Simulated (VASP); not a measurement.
# NiO (Fm-3m) in VASP: further runs

NiO is run at these levels: r2SCAN+U, LDA; tasks: single point.

Program: VASP 6.6.1. These are calculated values, not measurements. Logs are shortened: lines on timing, memory, paths and dates and some standing lists are left out, and cuts for length are marked.

## Step 1: The cell of the first run

It takes space group Fm-3m (No. 225, cubic). Conventional cell: a = 4.172 Å, b = 4.172 Å, c = 4.172 Å, α = 90.00°, β = 90.00°, γ = 90.00°. Ni (site symmetry m-3m) has 6 O at 2.09 Å within 2.8 Å. Within 2.8 Å of O (site symmetry m-3m) lie 6 Ni at 2.09 Å.

## Step 2: Single point, r2SCAN+U, collinear spin, ferromagnetic start

POSCAR

```
NiO
1.0
    0.0000000000      2.0859016414      2.0859016414
    2.0859016414      0.0000000000      2.0859016414
    2.0859016414      2.0859016414      0.0000000000
Ni O
1 1
Direct
    0.0000000000      0.0000000000      0.0000000000
    0.5000000000      0.5000000000      0.5000000000
```

INCAR.step1

```
PREC = Accurate
ENCUT = 520
ISMEAR = -1
SIGMA = 0.05
LREAL = F
LASPH = T
NELM = 150
ISPIN = 2
MAGMOM = 1 0
LMAXMIX = 4
LDAU = T
LDAUTYPE = 2
LDAUL = 2 -1
LDAUU = 6 0
LDAUJ = 0 0
NBANDS = 19
GGA = PE
ALGO = Normal
EDIFF = 1E-4
LWAVE = T
LCHARG = F
```

INCAR.step2

```
PREC = Accurate
ENCUT = 520
EDIFF = 1E-6
ISMEAR = -1
SIGMA = 0.05
LREAL = F
LASPH = T
NELM = 150
ALGO = Normal
ISIF = 2
LWAVE = F
LCHARG = T
ISPIN = 2
MAGMOM = 1 0
LORBIT = 11
LMAXMIX = 4
LDAU = T
LDAUTYPE = 2
LDAUL = 2 -1
LDAUU = 6 0
LDAUJ = 0 0
LDAUPRINT = 1
METAGGA = R2SCAN
LMIXTAU = T
LELF = T
LVHAR = T
NBANDS = 19
ISTART = 1
```

KPOINTS

```
Automatic mesh
0
Gamma
  11 11 11
```

Potentials or basis: VASP PAW PBE potentials, release 64 (Ni, O).

On the command line:

```
$ cat potpaw_PBE.64/Ni/POTCAR potpaw_PBE.64/O/POTCAR > POTCAR
$ cp INCAR.step1 INCAR
$ mpirun -np 1 vasp_std > vasp.out
$ cp INCAR.step2 INCAR
$ mpirun -np 1 vasp_std > vasp.out
```

OUTCAR:

```text
PREC = Accurate
   ENCUT = 520
   EDIFF = 1E-6
   ISMEAR = -1
   LREAL = F
   LASPH = T
   NELM = 150
   ISIF = 2
   ISPIN = 2
   LORBIT = 11
   METAGGA = R2SCAN
   ISTART = 1

 ion  position               nearest neighbor table
   1  0.000  0.000  0.000-   2 2.09   2 2.09   2 2.09   2 2.09   2 2.09   2 2.09
   2  0.500  0.500  0.500-   1 2.09   1 2.09   1 2.09   1 2.09   1 2.09   1 2.09

  LATTYP: Found a face centered cubic cell.
 ALAT       =     4.1718032828

  Lattice vectors:

 A1 = (   0.0000000000,   2.0859016414,   2.0859016414)
 A2 = (   2.0859016414,   0.0000000000,   2.0859016414)
 A3 = (   2.0859016414,   2.0859016414,   0.0000000000)

Analysis of symmetry for initial positions (statically):
=====================================================================
 Subroutine PRICEL returns:
 Original cell was already a primitive cell.

 Routine SETGRP: Setting up the symmetry group for a
 face centered cubic supercell.

 Subroutine GETGRP returns: Found 48 space group operations
 (whereof 48 operations were pure point group operations)
 out of a pool of 48 trial point group operations.

The static configuration has the point symmetry O_h .

Analysis of symmetry for dynamics (positions and initial velocities):
=====================================================================
 Subroutine PRICEL returns:
 Original cell was already a primitive cell.

 Routine SETGRP: Setting up the symmetry group for a
 face centered cubic supercell.

 Subroutine GETGRP returns: Found 48 space group operations
 (whereof 48 operations were pure point group operations)
 out of a pool of 48 trial point group operations.

The dynamic configuration has the point symmetry O_h .

Analysis of structural, dynamic, and magnetic symmetry:
=====================================================================
 Subroutine PRICEL returns:
 Original cell was already a primitive cell.

 Routine SETGRP: Setting up the symmetry group for a
 face centered cubic supercell.

 Subroutine GETGRP returns: Found 48 space group operations
 (whereof 48 operations were pure point group operations)
 out of a pool of 48 trial point group operations.

The overall configuration has the point symmetry O_h .

 Subroutine INISYM returns: Found 48 space group operations
 (whereof 48 operations are pure point group operations),
 and found     1 'primitive' translations

----------------------------------------------------------------------------------------

                                     Primitive cell

  volume of cell :      18.1515

  direct lattice vectors                    reciprocal lattice vectors
     0.000000000  2.085901641  2.085901641    -0.239704495  0.239704495  0.239704495
     2.085901641  0.000000000  2.085901641     0.239704495 -0.239704495  0.239704495
     2.085901641  2.085901641  0.000000000     0.239704495  0.239704495 -0.239704495

  length of vectors
     2.949910391  2.949910391  2.949910391     0.415180364  0.415180364  0.415180364

  position of ions in fractional coordinates (direct lattice)
     0.000000000  0.000000000  0.000000000
     0.500000000  0.500000000  0.500000000

  ion indices of the primitive-cell ions
   primitive index   ion index
                 1           1
                 2           2

----------------------------------------------------------------------------------------

 KPOINTS: Automatic mesh

Automatic generation of k-mesh.
 Grid dimensions read from file:
 generate k-points for:   11   11   11

 Generating k-lattice:

  Cartesian coordinates                     Fractional coordinates (reciprocal lattice)
    -0.021791318  0.021791318  0.021791318     0.090909091  0.000000000  0.000000000
     0.021791318 -0.021791318  0.021791318     0.000000000  0.090909091  0.000000000
     0.021791318  0.021791318 -0.021791318     0.000000000  0.000000000  0.090909091

  Length of vectors
     0.037743669  0.037743669  0.037743669

  Shift w.r.t. Gamma in fractional coordinates (k-lattice)
     0.000000000  0.000000000  0.000000000

 Subroutine IBZKPT returns following result:
 ===========================================

 Found     56 irreducible k-points:

 Following reciprocal coordinates:
            Coordinates               Weight
  0.000000  0.000000  0.000000      1.000000
  0.090909  0.000000  0.000000      8.000000
  0.181818  0.000000  0.000000      8.000000
  0.272727  0.000000  0.000000      8.000000
  0.363636  0.000000  0.000000      8.000000
  0.454545  0.000000  0.000000      8.000000
[... 16 lines left out ...]
 -0.272727  0.181818  0.000000     24.000000
 -0.181818  0.181818  0.000000     12.000000
 [... further k-points ...]
   k-points           NKPTS =     56   k-points in BZ     NKDIM =     56   number of bands    NBANDS=     19
   number of dos      NEDOS =    301   number of ions     NIONS =      2
   total plane-waves  NPLWV =  13824
   dimension x,y,z NGX =    24 NGY =   24 NGZ =   24
   dimension x,y,z NGXF=    48 NGYF=   48 NGZF=   48
   ions per type =               1   1
   NGX,Y,Z   is equivalent  to a cutoff of  13.53, 13.53, 13.53 a.u.
   NGXF,Y,Z  is equivalent  to a cutoff of  27.05, 27.05, 27.05 a.u.
 SYSTEM =  unknown system
   PREC   = accura    normal or accurate (medium, high low for compatibility)
   ISTART =      1    job   : 0-new  1-cont  2-samecut
   ICHARG =      0    charge: 1-file 2-atom 10-const
   ISPIN  =      2    spin polarized calculation?
   LNONCOLLINEAR =      F non collinear calculations
   LSORBIT =      F    spin-orbit coupling
   LASPH  =      T    aspherical Exc in radial PAW
   ENCUT  =  520.0 eV  38.22 Ry    6.18 a.u.   5.48  5.48  5.48*2*pi/ulx,y,z
   NELM   =    150;   NELMIN=  2; NELMDL=  0     # of ELM steps
   EDIFF  = 0.1E-05   stopping-criterion for ELM
   LREAL  =      F    real-space projection
   EDIFFG = 0.1E-04   stopping-criterion for IOM
   NSW    =      0    number of steps for IOM
   IBRION =     -1    ionic relax: 0-MD 1-quasi-New 2-CG
   NFREE  =      0    steps in history (QN), initial steepest desc. (CG)
   ISIF   =      2    stress and relaxation
   ISYM   =      2    0-nonsym 1-usesym 2-fastsym
   POTIM  = 0.5000    time-step for ionic-motion
   TEBEG  =    0.0;   TEEND  =   0.0 temperature during run
   PSTRESS=    0.0 pullay stress
   NELECT =      16.0000    total number of electrons
   NUPDOWN=      -1.0000    fix difference up-down
   EMIN   =  10.00;   EMAX   =-10.00  energy-range for DOS
   EFERMI =   0.00;   METHOD = LEGACY
   ISMEAR =    -1;   SIGMA  =   0.05  broadening in eV -4-tet -1-fermi 0-gaus
   EFERMI_NEDOS =   21; number of points for ismear=-14 and -15
   IALGO  =     38    algorithm
   IMIX   =      4    mixing-type and parameters
     AMIX     =   0.40;   BMIX     =  1.00
     AMIX_MAG =   1.60;   BMIX_MAG =  1.00
  volume/ion in A,a.u.               =       9.08        61.25
  Fermi-wavevector in a.u.,A,eV,Ry     =   1.569680  2.966264 33.523312  2.463894
  Thomas-Fermi vector in A             =   2.671526
   LORBIT       =     11    0 simple, 1 ext, 2 COOP (PROOUT), +10 PAW based schemes
 LDA+U is selected, type is set to LDAUTYPE =  2
   angular momentum for each species LDAUL =     2   -1
   U (eV)           for each species LDAUU =   6.0  0.0
   J (eV)           for each species LDAUJ =   0.0  0.0
   METAGGA = R2SCAN    functional components
   LHFCALC =     F    Hartree Fock is set to
   AEXX    =    0.0000 exact exchange contribution
   IVDW    =     0    specifies the selected vdW correction
   LEPSILON=     F    determine dielectric tensor
   LRPA    =     F    only Hartree local field effects (RPA)
 spin polarized calculation
  energy-cutoff  :      520.00
  volume of cell :       18.15
 maximum number of plane-waves:       531
 NGX is ok and might be reduce to    24
   NGX = 11   NGY = 11   NGZ = 11

atom =   1  type =  1  l = 2

 onsite density matrix

spin component  1

  0.9852  0.0000 -0.0000 -0.0000 -0.0000
  0.0000  0.9852  0.0000 -0.0000 -0.0000
 -0.0000  0.0000  1.0400  0.0000 -0.0000
 -0.0000 -0.0000  0.0000  0.9852  0.0000
 -0.0000 -0.0000 -0.0000  0.0000  1.0400

spin component  2

  0.9842  0.0000 -0.0000 -0.0000 -0.0000
  0.0000  0.9842 -0.0000 -0.0000 -0.0000
 -0.0000 -0.0000  0.1158  0.0000 -0.0000
 -0.0000 -0.0000  0.0000  0.9842  0.0000
 -0.0000 -0.0000 -0.0000  0.0000  0.1158

 occupancies and eigenvectors

  o =  0.1158  v =  0.0000  0.0000  0.0000  0.0000  0.0000  0.0000 -0.0000  0.9995  0.0000  0.0306      0.0000  0.0000  0.0000  0.0000  0.0000  0.0000  0.0000  0.0000  0.0000  0.0000
  o =  0.1158  v =  0.0000  0.0000  0.0000  0.0000  0.0000  0.0000  0.0000 -0.0306  0.0000  0.9995      0.0000  0.0000  0.0000  0.0000  0.0000  0.0000  0.0000  0.0000  0.0000  0.0000
  o =  0.9842  v =  0.0000  0.0000  0.0000  0.0000  0.0000  1.0000  0.0000  0.0000  0.0000  0.0000      0.0000  0.0000  0.0000  0.0000  0.0000  0.0000  0.0000  0.0000  0.0000  0.0000
  o =  0.9842  v =  0.0000  0.0000  0.0000  0.0000  0.0000  0.0000  0.5833 -0.0000  0.8123 -0.0000      0.0000  0.0000  0.0000  0.0000  0.0000  0.0000  0.0000  0.0000  0.0000  0.0000
  o =  0.9842  v =  0.0000  0.0000  0.0000  0.0000  0.0000  0.0000  0.8123 -0.0000 -0.5833 -0.0000      0.0000  0.0000  0.0000  0.0000  0.0000  0.0000  0.0000  0.0000  0.0000  0.0000
  o =  0.9852  v =  1.0000  0.0000  0.0000  0.0000  0.0000  0.0000  0.0000  0.0000  0.0000  0.0000      0.0000  0.0000  0.0000  0.0000  0.0000  0.0000  0.0000  0.0000  0.0000  0.0000
  o =  0.9852  v =  0.0000 -0.5735 -0.0000  0.8192 -0.0000  0.0000  0.0000  0.0000  0.0000  0.0000      0.0000  0.0000  0.0000  0.0000  0.0000  0.0000  0.0000  0.0000  0.0000  0.0000
  o =  0.9852  v =  0.0000  0.8192 -0.0000  0.5735  0.0000  0.0000  0.0000  0.0000  0.0000  0.0000      0.0000  0.0000  0.0000  0.0000  0.0000  0.0000  0.0000  0.0000  0.0000  0.0000
  o =  1.0400  v =  0.0000 -0.0000 -0.9791 -0.0000 -0.2034  0.0000  0.0000  0.0000  0.0000  0.0000      0.0000  0.0000  0.0000  0.0000  0.0000  0.0000  0.0000  0.0000  0.0000  0.0000
  o =  1.0400  v =  0.0000 -0.0000 -0.2034 -0.0000  0.9791  0.0000  0.0000  0.0000  0.0000  0.0000      0.0000  0.0000  0.0000  0.0000  0.0000  0.0000  0.0000  0.0000  0.0000  0.0000

 number of electron      16.0000001 magnetization       2.0000000

 Free energy of the ion-electron system (eV)
  ---------------------------------------------------
  ext. energy  EPLUGINS =         0.00000000
  ---------------------------------------------------
  free energy    TOTEN  =       -19.08974028 eV

  energy without entropy =      -19.08974028  energy(sigma->0) =      -19.08974028

 E-fermi :   7.5235     XC(G=0): -13.4152

 val. band max:        6.4568970335   @ k =   0.4545   0.0000   0.0000
 cond. band min:       9.8862984345   @ k =   0.0000   0.0000   0.0000
 fundamental gap:      3.4294014011
 Fermi energy:         7.5235283710

 spin component 1

 k-point     1 :       0.0000    0.0000    0.0000
  band No.  band energies     occupation
      1     -13.2707      1.00000
      2      -0.0220      1.00000
      3      -0.0218      1.00000
      4       1.3404      1.00000
      5       1.3405      1.00000
      6       1.3405      1.00000
[... 11 lines left out ...]
     18      31.0455      0.00000
     19      31.0459      0.00000
[... 489 lines left out ...]
      3      -0.7717      1.00000
      4       0.7933      1.00000
      5       1.2848      1.00000
      6       1.6062      1.00000
[... 11 lines left out ...]
     18      39.0035      0.00000
     19      39.2233      0.00000

 [... further k-points ...]

 spin component 2

 k-point     1 :       0.0000    0.0000    0.0000
  band No.  band energies     occupation
      1     -12.9804      1.00000
      2       2.2831      1.00000
      3       2.2835      1.00000
      4       2.2836      1.00000
      5       5.4767      1.00000
      6       5.4768      1.00000
[... 11 lines left out ...]
     18      37.2867      0.00000
     19      37.2876      0.00000
[... 489 lines left out ...]
      3       1.5712      1.00000
      4       2.5739      1.00000
      5       3.8753      1.00000
      6       4.3719      1.00000
[... 11 lines left out ...]
     18      39.7482      0.00000
     19      41.0375      0.00000

 [... further k-points ...]

------------------------ aborting loop because EDIFF is reached ----------------------------------------

  FORCE on cell =-STRESS in cart. coord.  units (eV):
  Direction    XX          YY          ZZ          XY          YZ          ZX
  --------------------------------------------------------------------------------------
  -------------------------------------------------------------------------------------
  Total       -0.1755559     -0.1755559     -0.1755559      0.0000000      0.0000000     -0.0000000
  in kB      -15.4958195    -15.4958195    -15.4958195      0.0000000      0.0000000     -0.0000000
  external PRESSURE =     -15.4958195 kB  Pullay stress =       0.0000000 kB

 VOLUME and BASIS-vectors are now :
 -----------------------------------------------------------------------------
  energy-cutoff  :      520.00
  volume of cell :       18.15
      direct lattice vectors                 reciprocal lattice vectors
     0.000000000  2.085901641  2.085901641    -0.239704495  0.239704495  0.239704495
     2.085901641  0.000000000  2.085901641     0.239704495 -0.239704495  0.239704495
     2.085901641  2.085901641  0.000000000     0.239704495  0.239704495 -0.239704495

 POSITION                                       TOTAL-FORCE (eV/Angst)
 -----------------------------------------------------------------------------------
      0.00000      0.00000      0.00000        -0.000000      0.000000     -0.000000
      2.08590      2.08590      2.08590         0.000000     -0.000000      0.000000
 -----------------------------------------------------------------------------------
    total drift:                                0.000000     -0.000000     -0.000000

  FREE ENERGIE OF THE ION-ELECTRON SYSTEM (eV)
  ---------------------------------------------------
  free  energy   TOTEN  =       -19.0897402831 eV

  energy  without entropy=      -19.0897402831  energy(sigma->0) =      -19.08974028

 total charge

# of ion       s       p       d       tot
------------------------------------------
    1        0.343   0.434   8.193   8.970
    2        1.551   3.528   0.000   5.080
--------------------------------------------------
tot          1.894   3.963   8.193  14.050

 magnetization (x)

# of ion       s       p       d       tot
------------------------------------------
    1        0.014   0.014   1.848   1.876
    2        0.016   0.118   0.000   0.133
--------------------------------------------------
tot          0.030   0.131   1.848   2.009
```

It took 4.1 min on 1 thread of Intel Xeon 8259CL, shared host; peak memory 0.18 GiB.

Results:

```yaml
Free_energy: -19.0897 eV
Pressure: -1.5 GPa
Band_gap_on_the_k_mesh: 3.43 eV (least direct gap 4.41 eV)
Net_moment: 2.00 μB per cell
Site_moments: Ni +1.88; O +0.13 μB
Valence_electrons_inside_the_program's_atomic_spheres: Ni 8.97; O 5.08
```

Eigenvalues of the final occupation matrices:
```tsv
site	spin	trace	eigenvalues
site 1 d	1	5.04	0.99 0.99 0.99 1.04 1.04
site 1 d	2	3.18	0.12 0.12 0.98 0.98 0.98
```

Caveat: the PAW data sets were made with another functional, which shifts forces and pressure a little; an odd mesh through Γ misses points on the zone boundary, where band edges can lie; a cell with one magnetic atom can't hold antiferromagnetic order, which such compounds often take.

(Part 1 of 2 ends here.)
